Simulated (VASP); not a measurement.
## CaPd3: single point with PBE

The system is CaPd3.

```
Ca Pd
1.0
    -2.11268    2.11268    3.97733
     2.11268   -2.11268    3.97733
     2.11268    2.11268   -3.97733
Ca Pd
1 3
Direct
  0.00000 0.00000 0.00000
  0.75000 0.25000 0.50000
  0.25000 0.75000 0.50000
  0.50000 0.50000 0.00000
```

The cell was generated, and may not be a known phase.

```yaml
Program: VASP 6.6.1
Task: single point
Functional: PBE
Potentials_or_basis: VASP PAW PBE potentials, release 64 (Ca_sv, Pd)
Cutoff: 520 eV
k_mesh: 16 × 16 × 16
Occupations: gaussian, width 0.1 eV
Spin: no spin polarisation
Dipole_correction: no
Further_INCAR_settings: ALGO = Fast; EDIFF = 1e-06; NBANDS = 28
```

```json
{
 "Pressure": "0.1 GPa",
 "Band gap on the k mesh": "zero (bands 20 and 21 overlap by 0.56 eV)"
}
```

Levels at points of the mesh, in eV from the Fermi level:
```tsv
k point	band 18	band 19	band 20	band 21	band 22	band 23
(0.00, 0.00, 0.00)	-0.94	-0.77	-0.04	3.90	3.91	3.91
(0.50, 0.00, 0.00)	-1.12	-1.06	-0.37	0.21	2.06	3.61
(0.50, 0.50, 0.00)	-0.65	-0.43	-0.26	1.46	1.76	1.79
(0.50, 0.50, 0.50)	-0.48	-0.48	-0.40	-0.05	3.31	3.31
```

Run time: 18 min on 1 thread of Intel(R) Xeon(R) 6975P-C (Granite Rapids), on a shared host, peak memory 0.71 GiB.
